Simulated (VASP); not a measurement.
A run of VASP 6.6.1 is set up as follows.

Contents of INCAR:

```
SYSTEM = SrAlH3
PREC = Accurate
ENCUT = 520
EDIFF = 1E-6
ISMEAR = 0
SIGMA = 0.05
LREAL = .FALSE.
LASPH = .TRUE.
NELM = 100
ALGO = Normal
ISIF = 2
LWAVE = .FALSE.
LCHARG = .FALSE.
GGA = PE
NBANDS = 16
```

The input KPOINTS:

```
Automatic mesh
0
G
  5 5 5
  0 0 0
```

Contents of POSCAR:

```
SrAlH3
1.0
    4.5927074201      0.0000000000      0.0000000000
    0.0000000000      4.5927074201      0.0000000000
    0.0000000000      0.0000000000      4.5927074201
Sr Al H
1 1 3
Direct
    0.5000000000      0.5000000000      0.5000000000
    0.0000000000      0.0000000000      0.0000000000
    0.0000000000      0.5000000000      0.5000000000
    0.5000000000      0.5000000000      0.0000000000
    0.5000000000      0.0000000000      0.5000000000
```

Potentials or basis: VASP PAW PBE potentials, release 64 (Sr_sv, Al, H).

Run with:

```console
$ cat potpaw_PBE.64/Sr_sv/POTCAR potpaw_PBE.64/Al/POTCAR potpaw_PBE.64/H/POTCAR > POTCAR
$ mpirun -np 1 vasp_std > vasp.out
```

Estimate the band gap on the k mesh.

0.58 eV (least direct gap 1.61 eV).

Predict the pressure.

0.0 GPa.

Caveat: an odd mesh through Γ misses points on the zone boundary, where band edges can lie.
